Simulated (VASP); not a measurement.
# LiBeF3 (Amm2) in VASP: a series of runs

The runs below take LiBeF3 through single point, relaxation of cell and atoms, with PBE.

All numbers are computed with VASP 6.6.1; they aren't measurements. Logs are shortened: lines on timing, memory, paths and dates and some standing lists are left out, and cuts for length are marked.

## Step 1: The cell of the first run

The structure is orthorhombic, space group Amm2 (No. 38). The conventional cell has a = 2.772 Å, b = 5.237 Å, c = 8.100 Å, α = 90.00°, β = 90.00°, γ = 90.00°. Li (site symmetry mm2) has 5 F at 1.94 to 2.03 Å within 2.6 Å. Within 2.0 Å of Be (site symmetry mm2) lie 4 F at 1.52 to 1.65 Å. Within 2.0 Å of F (site symmetry m) lie 1 Be at 1.52 Å and 2 Li at 1.94 Å. Within 2.2 Å of F (site symmetry mm2) lie 2 Be at 1.65 Å and 1 Li at 2.03 Å.

## Step 2: Single point, PBE

INCAR reads:

```
  PREC = Accurate
  ENCUT = 520
  EDIFF = 1E-6
  ISMEAR = 0
  SIGMA = 0.1
  LREAL = False
  LASPH = True
  NELM = 60
  ALGO = Normal
  ISIF = 2
  LWAVE = False
  LCHARG = True
  GGA = PE
  LELF = True
  LVHAR = True
  NBANDS = 21
```

KPOINTS reads:

```
regular mesh
0
Gamma
  6 4 4
```

POSCAR reads:

```
LiBeF3
1.0
    2.7723047801      0.0000000000      0.0000000000
    0.0000000000      2.6187267821      4.0502344904
    0.0000000000     -2.6187267821      4.0502344904
Li Be F
1 1 3
Direct
    0.5000000000      0.6931261096      0.6931261096
    0.0000000000      0.0548644754      0.0548644754
    0.0000000000      0.9055986547      0.4014701605
    0.0000000000      0.4014701605      0.9055986547
    0.5000000000      0.9442675729      0.9442675729
```

Potentials or basis: VASP PAW PBE potentials, release 64 (Li_sv, Be, F).

On the command line:

```bash
$ cat potpaw_PBE.64/Li_sv/POTCAR potpaw_PBE.64/Be/POTCAR potpaw_PBE.64/F/POTCAR > POTCAR
$ mpirun -np 1 vasp_std > vasp.out
```

OUTCAR:

```text
PREC = Accurate
   ENCUT = 520
   EDIFF = 1E-6
   ISMEAR = 0
   LREAL = False
   LASPH = True
   NELM = 60
   ISIF = 2
   GGA = PE

 ion  position               nearest neighbor table
   1  0.500  0.693  0.693-   3 1.94   4 1.94   3 1.94   4 1.94   5 2.03
   2  0.000  0.055  0.055-   3 1.52   4 1.52   5 1.65   5 1.65
   3  0.000  0.906  0.401-   2 1.52   1 1.94   1 1.94
   4  0.000  0.401  0.906-   2 1.52   1 1.94   1 1.94
   5  0.500  0.944  0.944-   2 1.65   2 1.65   1 2.03

  LATTYP: Found a base centered orthorhombic cell.
 ALAT       =     5.2374535642
 B/A-ratio  =     1.5466426349
 C/A-ratio  =     0.5293230281

  Lattice vectors:

 A1 = (   0.0000000000,   2.6187267821,  -4.0502344904)
 A2 = (   0.0000000000,   2.6187267821,   4.0502344904)
 A3 = (   2.7723047801,   0.0000000000,   0.0000000000)

Analysis of symmetry for initial positions (statically):
=====================================================================
 Subroutine PRICEL returns:
 Original cell was already a primitive cell.

 Routine SETGRP: Setting up the symmetry group for a
 base centered orthorhombic supercell.

 Subroutine GETGRP returns: Found  4 space group operations
 (whereof  4 operations were pure point group operations)
 out of a pool of  8 trial point group operations.

The static configuration has the point symmetry C_2v.

Analysis of symmetry for dynamics (positions and initial velocities):
=====================================================================
 Subroutine PRICEL returns:
 Original cell was already a primitive cell.

 Routine SETGRP: Setting up the symmetry group for a
 base centered orthorhombic supercell.

 Subroutine GETGRP returns: Found  4 space group operations
 (whereof  4 operations were pure point group operations)
 out of a pool of  8 trial point group operations.

The dynamic configuration has the point symmetry C_2v.

 Subroutine INISYM returns: Found  4 space group operations
 (whereof  4 operations are pure point group operations),
 and found     1 'primitive' translations

----------------------------------------------------------------------------------------

                                     Primitive cell

  volume of cell :      58.8087

  direct lattice vectors                    reciprocal lattice vectors
     2.772304780  0.000000000  0.000000000     0.360710701  0.000000000  0.000000000
     0.000000000  2.618726782  4.050234490     0.000000000  0.190932480  0.123449643
     0.000000000 -2.618726782  4.050234490     0.000000000 -0.190932480  0.123449643

  length of vectors
     2.772304780  4.823082975  4.823082975     0.360710701  0.227365403  0.227365403

  position of ions in fractional coordinates (direct lattice)
     0.500000000  0.693126110  0.693126110
     0.000000000  0.054864475  0.054864475
     0.000000000  0.905598655  0.401470160
     0.000000000  0.401470160  0.905598655
     0.500000000  0.944267573  0.944267573

  ion indices of the primitive-cell ions
   primitive index   ion index
                 1           1
                 2           2
                 3           3
                 4           4
                 5           5

----------------------------------------------------------------------------------------

 KPOINTS: regular mesh

Automatic generation of k-mesh.
 Grid dimensions read from file:
 generate k-points for:    6    4    4

 Generating k-lattice:

  Cartesian coordinates                     Fractional coordinates (reciprocal lattice)
     0.060118450  0.000000000  0.000000000     0.166666667  0.000000000  0.000000000
     0.000000000  0.047733120  0.030862411     0.000000000  0.250000000  0.000000000
     0.000000000 -0.047733120  0.030862411     0.000000000  0.000000000  0.250000000

  Length of vectors
     0.060118450  0.056841351  0.056841351

  Shift w.r.t. Gamma in fractional coordinates (k-lattice)
     0.000000000  0.000000000  0.000000000

 Subroutine IBZKPT returns following result:
 ===========================================

 Found     28 irreducible k-points:

 Following reciprocal coordinates:
            Coordinates               Weight
  0.000000  0.000000  0.000000      1.000000
  0.166667  0.000000  0.000000      2.000000
  0.333333  0.000000  0.000000      2.000000
  0.500000  0.000000  0.000000      1.000000
  0.000000  0.250000  0.000000      4.000000
  0.166667  0.250000  0.000000      8.000000
[... 16 lines left out ...]
  0.333333 -0.250000  0.250000      4.000000
  0.500000 -0.250000  0.250000      2.000000
 [... further k-points ...]
   k-points           NKPTS =     28   k-points in BZ     NKDIM =     28   number of bands    NBANDS=     21
   number of dos      NEDOS =    301   number of ions     NIONS =      5
   total plane-waves  NPLWV =  31104
   dimension x,y,z NGX =    24 NGY =   36 NGZ =   36
   dimension x,y,z NGXF=    48 NGYF=   72 NGZF=   72
   ions per type =               1   1   3
   NGX,Y,Z   is equivalent  to a cutoff of  14.39, 12.41, 12.41 a.u.
   NGXF,Y,Z  is equivalent  to a cutoff of  28.78, 24.82, 24.82 a.u.
 SYSTEM =  unknown system
   PREC   = accura    normal or accurate (medium, high low for compatibility)
   ISTART =      0    job   : 0-new  1-cont  2-samecut
   ICHARG =      2    charge: 1-file 2-atom 10-const
   ISPIN  =      1    spin polarized calculation?
   LNONCOLLINEAR =      F non collinear calculations
   LSORBIT =      F    spin-orbit coupling
   LASPH  =      T    aspherical Exc in radial PAW
   ENCUT  =  520.0 eV  38.22 Ry    6.18 a.u.   5.15  8.97  8.97*2*pi/ulx,y,z
   NELM   =     60;   NELMIN=  2; NELMDL= -5     # of ELM steps
   EDIFF  = 0.1E-05   stopping-criterion for ELM
   LREAL  =      F    real-space projection
   EDIFFG = 0.1E-04   stopping-criterion for IOM
   NSW    =      0    number of steps for IOM
   IBRION =     -1    ionic relax: 0-MD 1-quasi-New 2-CG
   NFREE  =      0    steps in history (QN), initial steepest desc. (CG)
   ISIF   =      2    stress and relaxation
   ISYM   =      2    0-nonsym 1-usesym 2-fastsym
   POTIM  = 0.5000    time-step for ionic-motion
   TEBEG  =    0.0;   TEEND  =   0.0 temperature during run
   PSTRESS=    0.0 pullay stress
   NELECT =      26.0000    total number of electrons
   NUPDOWN=      -1.0000    fix difference up-down
   EMIN   =  10.00;   EMAX   =-10.00  energy-range for DOS
   EFERMI =   0.00;   METHOD = LEGACY
   ISMEAR =     0;   SIGMA  =   0.10  broadening in eV -4-tet -1-fermi 0-gaus
   EFERMI_NEDOS =   21; number of points for ismear=-14 and -15
   IALGO  =     38    algorithm
   IMIX   =      4    mixing-type and parameters
     AMIX     =   0.40;   BMIX     =  1.00
     AMIX_MAG =   1.60;   BMIX_MAG =  1.00
  volume/ion in A,a.u.               =      11.76        79.37
  Fermi-wavevector in a.u.,A,eV,Ry     =   1.247150  2.356773 21.162286  1.555384
  Thomas-Fermi vector in A             =   2.381296
   LORBIT       =      0    0 simple, 1 ext, 2 COOP (PROOUT), +10 PAW based schemes
   GGA     = PE    functional components
   LHFCALC =     F    Hartree Fock is set to
   AEXX    =    0.0000 exact exchange contribution
   IVDW    =     0    specifies the selected vdW correction
   LEPSILON=     F    determine dielectric tensor
   LRPA    =     F    only Hartree local field effects (RPA)
 non-spin polarized calculation
 Gauss-broadening in eV      SIGMA  =   0.10
  energy-cutoff  :      520.00
  volume of cell :       58.81
 maximum number of plane-waves:      1608
 NGX is ok and might be reduce to    24
   NGX = 11   NGY = 17   NGZ = 17

 number of electron      25.9999975 magnetization

 Free energy of the ion-electron system (eV)
  ---------------------------------------------------
  ext. energy  EPLUGINS =         0.00000000
  ---------------------------------------------------
  free energy    TOTEN  =       -26.79753509 eV

  energy without entropy =      -26.79753509  energy(sigma->0) =      -26.79753509

 E-fermi :  -2.6399     XC(G=0):  -8.1021

 val. band max:       -3.1700183175   @ k =   0.5000   0.5000   0.5000
 cond. band min:       4.3674531792   @ k =   0.0000   0.0000   0.0000
 fundamental gap:      7.5374714967
 Fermi energy:        -2.6399431570

 k-point     1 :       0.0000    0.0000    0.0000
  band No.  band energies     occupation
      1     -43.9114      2.00000
      2     -24.3429      2.00000
      3     -23.1468      2.00000
      4     -23.0224      2.00000
      5      -7.0881      2.00000
      6      -6.2494      2.00000
[... 13 lines left out ...]
     20      14.0274      0.00000
     21      14.0527      0.00000

 k-point     2 :       0.1667    0.0000    0.0000
  band No.  band energies     occupation
      1     -43.9051      2.00000
      2     -24.2619      2.00000
      3     -23.1328      2.00000
      4     -22.9624      2.00000
      5      -7.0008      2.00000
      6      -6.3468      2.00000
[... 13 lines left out ...]
     20      13.6241      0.00000
     21      14.6499      0.00000

 k-point     3 :       0.3333    0.0000    0.0000
  band No.  band energies     occupation
      1     -43.8923      2.00000
      2     -24.0852      2.00000
      3     -23.1158      2.00000
      4     -22.8400      2.00000
      5      -7.1397      2.00000
      6      -6.7443      2.00000
[... 13 lines left out ...]
     20      13.0992      0.00000
     21      13.8987      0.00000
[... 457 lines left out ...]
 k-point    23 :       0.3333   -0.2500    0.2500
  band No.  band energies     occupation
      1     -43.8923      2.00000
      2     -24.0713      2.00000
      3     -23.0009      2.00000
      4     -22.9786      2.00000
      5      -7.2747      2.00000
      6      -6.4092      2.00000
[... 13 lines left out ...]
     20      13.8200      0.00000
     21      14.7701      0.00000

 k-point    24 :       0.5000   -0.2500    0.2500
  band No.  band energies     occupation
      1     -43.8859      2.00000
      2     -23.9859      2.00000
      3     -22.9578      2.00000
      4     -22.9426      2.00000
      5      -7.6100      2.00000
      6      -6.5347      2.00000
[... 13 lines left out ...]
     20      13.2529      0.00000
     21      14.3133      0.00000

 [... further k-points ...]

------------------------ aborting loop because EDIFF is reached ----------------------------------------

  FORCE on cell =-STRESS in cart. coord.  units (eV):
  Direction    XX          YY          ZZ          XY          YZ          ZX
  --------------------------------------------------------------------------------------
  -------------------------------------------------------------------------------------
  Total       -0.0600262     -0.0307518      0.0334945      0.0000000      0.0000000      0.0000000
  in kB       -1.6353480     -0.8378003      0.9125220      0.0000000      0.0000000      0.0000000
  external PRESSURE =      -0.5202087 kB  Pullay stress =       0.0000000 kB

 VOLUME and BASIS-vectors are now :
 -----------------------------------------------------------------------------
  energy-cutoff  :      520.00
  volume of cell :       58.81
      direct lattice vectors                 reciprocal lattice vectors
     2.772304780  0.000000000  0.000000000     0.360710701  0.000000000  0.000000000
     0.000000000  2.618726782  4.050234490     0.000000000  0.190932480  0.123449643
     0.000000000 -2.618726782  4.050234490     0.000000000 -0.190932480  0.123449643

 POSITION                                       TOTAL-FORCE (eV/Angst)
 -----------------------------------------------------------------------------------
      1.38615      0.00000      5.61465         0.000000      0.000000      0.014629
      0.00000      0.00000      0.44443         0.000000      0.000000     -0.016460
      0.00000      1.32017      5.29394         0.000000     -0.030790      0.013365
      0.00000     -1.32017      5.29394         0.000000      0.030790      0.013365
      1.38615      0.00000      7.64901         0.000000      0.000000     -0.024899
 -----------------------------------------------------------------------------------
    total drift:                                0.000000     -0.000000      0.000770

  FREE ENERGIE OF THE ION-ELECTRON SYSTEM (eV)
  ---------------------------------------------------
  free  energy   TOTEN  =       -26.7975350851 eV

  energy  without entropy=      -26.7975350851  energy(sigma->0) =      -26.79753509
```

It took 21 s on 1 thread of AMD EPYC 9R14 (Zen 4), shared host; peak memory 0.15 GiB.

What came out:

```
Free energy            : -26.7975 eV
Largest force          : 0.034 eV/Å
Band gap on the k mesh : 7.54 eV, indirect (least direct gap 7.58 eV)
```

Forces on the atoms (eV/Å):
```
Li   0.000  0.000  0.015
Be   0.000  0.000 -0.016
F    0.000 -0.031  0.013
F    0.000  0.031  0.013
F    0.000  0.000 -0.025
```

Levels at points of the mesh, in eV from the valence-band top:
| k point | band 10 | band 11 | band 12 | band 13 | band 14 | band 15 | band 16 | band 17 |
| --- | --- | --- | --- | --- | --- | --- | --- | --- |
| (0.00, 0.00, 0.00) | -0.75 | -0.29 | -0.06 | -0.04 | 7.54 | 11.53 | 13.16 | 13.95 |
| (0.50, 0.00, 0.00) | -1.50 | -1.11 | -0.82 | -0.05 | 12.11 | 12.36 | 13.75 | 15.24 |
| (0.00, 0.50, 0.00) | -0.99 | -0.42 | -0.24 | -0.15 | 9.35 | 9.92 | 12.21 | 14.89 |
| (0.50, 0.50, 0.00) | -1.41 | -0.82 | -0.64 | -0.53 | 12.41 | 12.53 | 13.73 | 14.04 |
| (0.00, 0.50, 0.50) | -1.25 | -0.37 | -0.18 | -0.05 | 9.46 | 10.90 | 12.54 | 12.79 |
| (0.50, 0.50, 0.50) | -1.10 | -0.75 | -0.72 | 0.00 | 11.95 | 12.86 | 13.04 | 13.93 |

Caveat: the cutoff is under 1.25 times the usual one of these potentials, so pressure, stress and relaxed cells hold a basis-set (Pulay) error.

(Part 1 of 2 ends here.)
